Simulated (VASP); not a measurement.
Wanted: the native input for a VASP 6.6.1 run.

```
Task                   : single point
Functional             : PBE
Potentials or basis    : VASP PAW PBE potentials, release 64 (Ti_sv, O)
Cutoff                 : 600 eV
k mesh                 : 3 × 3 × 3
Occupations            : gaussian, width 0.1 eV
Spin                   : no spin polarisation
Dipole correction      : no
Further INCAR settings : ALGO = Normal; EDIFF = 1e-06; NBANDS = 19
```

The structure of TiO2 lies in POSCAR:

```
TiO2
1.0
    1.4973312015      0.8644845722      6.9815443949
   -1.4973312015      0.8644845722      6.9815443949
    0.0000000000     -1.7289691445      6.9815443949
Ti O
1 2
Direct
    0.0000000000      0.0000000000      0.0000000000
    0.6204670000      0.6204670000      0.6204670000
    0.3795330000      0.3795330000      0.3795330000
```

One way to write it, as run:

INCAR

```
SYSTEM = TiO2
  PREC = Accurate
  ENCUT = 600
  EDIFF = 1E-6
  ISMEAR = 0
  SIGMA = 0.1
  LREAL = .False.
  LASPH = .True.
  NELM = 120
  ALGO = Normal
  ISIF = 2
  LWAVE = .False.
  LCHARG = .False.
  GGA = PE
  NBANDS = 19
  GGA_COMPAT = .False.
```

KPOINTS

```
regular mesh
0
Gamma
  3 3 3
  0 0 0
```

Potentials or basis: VASP PAW PBE potentials, release 64 (Ti_sv, O).

Command:

```console
$ cat potpaw_PBE.64/Ti_sv/POTCAR potpaw_PBE.64/O/POTCAR > POTCAR
$ mpirun -np 1 vasp_std > vasp.out
```

It gave:

```
Pressure               : -0.3 GPa
Largest force          : 0.072 eV/Å
Band gap on the k mesh : 2.80 eV, direct
```

Caveat: the k points lie up to 0.81 Å⁻¹ apart.

It took 36 s on 1 thread of AMD EPYC 9R45 96-Core Processor (Zen 5), with other jobs on the host, peak memory 0.42 GiB.
